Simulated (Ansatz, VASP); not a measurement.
**One calculation of Cd3Te2S, two programs**

Contents of INCAR:

```
PREC = Accurate
ENCUT = 600
EDIFF = 1E-7
ISMEAR = 0
SIGMA = 0.1
LREAL = F
LASPH = T
NELM = 100
ALGO = Normal
ISIF = 3
LWAVE = F
LCHARG = F
GGA = PE
IBRION = 2
NSW = 90
EDIFFG = -0.04
```

Contents of KPOINTS:

```
regular mesh
0
Gamma
  4 4 4
```

File POSCAR:

```
Cd3Te2S
1.0
    4.4024840700      0.0000000000      0.0000000000
    0.0000000000      4.4024840700      0.0000000000
    0.0000000000      0.0000000000      7.3232504600
Cd Te S
3 2 1
Direct
    0.0000000000      0.0000000000      0.0000000000
    0.5000000000      0.0000000000      0.6756250300
    0.0000000000      0.5000000000      0.3243749700
    0.5000000000      0.0000000000      0.2671410100
    0.0000000000      0.5000000000      0.7328589900
    0.5000000000      0.5000000000      0.0000000000
```

Input for Ansatz:

```yaml
crystal:
  lattice:
    - [4.40248407, 0.0, 0.0]
    - [0.0, 4.40248407, 0.0]
    - [0.0, 0.0, 7.32325046]
  atoms:
    - { symbol: Cd, position: [0.0, 0.0, 0.0] }
    - { symbol: Cd, position: [0.5, 0.0, 0.67562503] }
    - { symbol: Cd, position: [0.0, 0.5, 0.32437497] }
    - { symbol: Te, position: [0.5, 0.0, 0.26714101] }
    - { symbol: Te, position: [0.0, 0.5, 0.73285899] }
    - { symbol: S, position: [0.5, 0.5, 0.0] }
basis:
  ecutwfc: 420
kpoints:
  mp_grid: { grid: [4, 4, 4] }
hamiltonian:
  xc: pbe
scf:
  occupations: { method: gaussian, width: 0.1 }
  lower_state_search: "off"
output:
  forces: true
  stress: true
  eigenvalues: true
relax:
  adjacent_minimum: "off"
  f_tol: 0.04
  max_steps: 70
  cell: { stress_tol: 0.4 }
```

Change from the starting cell: species swapped into the Mn3CoAs2 type (P-4m2, No. 115).

Alike in both runs: task relaxation of cell and atoms; functional PBE; k mesh 4 × 4 × 4; occupations gaussian, width 0.1 eV; no spin polarisation.

|  | VASP | Ansatz |
| --- | --- | --- |
| version | VASP 6.6.1 | Ansatz 0.2.0 |
| potentials or method | VASP PAW PBE potentials, release 64 (Cd, Te, S), cutoff 600 eV | scalar-relativistic, plane waves, PAW |
| valence electrons in the cell | 54 | 98 |

Ansatz gave:

```
gap on the k mesh at the Fermi level, each at its own relaxed structure (eV) : none
relaxed volume (Å³/atom)                                                     : 29.39
relaxed length of the cell vector where the two differ most in proportion (Å)              : 11.237
```

Question: Which values does VASP return?

Answer: gap on the k mesh at the Fermi level, each at its own relaxed structure (eV): none; relaxed volume (Å³/atom): 28.78; relaxed length of the cell vector where the two differ most in proportion (Å): 10.968.

A gap of «none» marks a metal or a gap that the smearing closes. VASP's potentials hold 54 valence electrons a cell and Ansatz's 98, so a difference there can come from the potentials and not from the codes.

Neither program's run includes spin-orbit coupling. Noted on VASP's run: the volume moved by over 15 % at a fixed basis, so the end points are rough.
